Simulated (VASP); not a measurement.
Crystal: CoO.

```
Co O
1.0
     2.52048    0.00000    0.00000
    -1.26024    2.18280    0.00000
     0.00000    0.00000    3.72795
Co O
1 1
Direct
  0.33333 0.66667 0.50000
  0.00000 0.00000 0.00000
```

- Program: VASP 6.6.1
- Task: relaxation of cell and atoms
- Functional: PBE
- Potentials or basis: VASP PAW PBE potentials, release 64 (Co, O)
- Cutoff: 600 eV
- k mesh: 9 × 9 × 6
- Occupations: gaussian, width 0.1 eV
- Spin: collinear spin, ferromagnetic start
- Starting moments: [3.0, 0.0] μB

At the start: pressure -14.0 GPa; volume 10.26 Å³/atom.

Problem. How do energy, volume and symmetry change on relaxing?

Solution. Over 8 steps the energy falls by 844.3 meV/atom and the volume is 9.40 Å³/atom (-8.3 %); space group P-6m2 (No. 187, to 0.05 Å); moment 3.00 μB per cell.

The path:
```tsv
step	energy change (eV)	largest force (eV/Å)	pressure (GPa)	volume (Å³)
1	0.0000	0.0000	-13.95	20.51
2	-1.4496	0.0000	7.97	17.60
3	-1.5069	0.0000	16.39	17.13
4	-1.5103	0.0000	21.07	16.89
5	-1.6817	0.0000	-4.43	19.22
6	-1.6842	0.0000	-2.04	18.91
7	-1.6842	0.0000	-2.37	18.95
8	-1.6887	0.0000	0.03	18.80
```

Final structure:
```
Co O
1.0
     2.82518    0.00000    0.00000
    -1.41259    2.44668    0.00000
     0.00000    0.00000    2.71996
Co O
1 1
Direct
  0.33333 0.66667 0.50000
  0.00000 0.00000 0.00000
```

Caveat: a cell with one magnetic atom can't hold antiferromagnetic order, which such compounds often take.
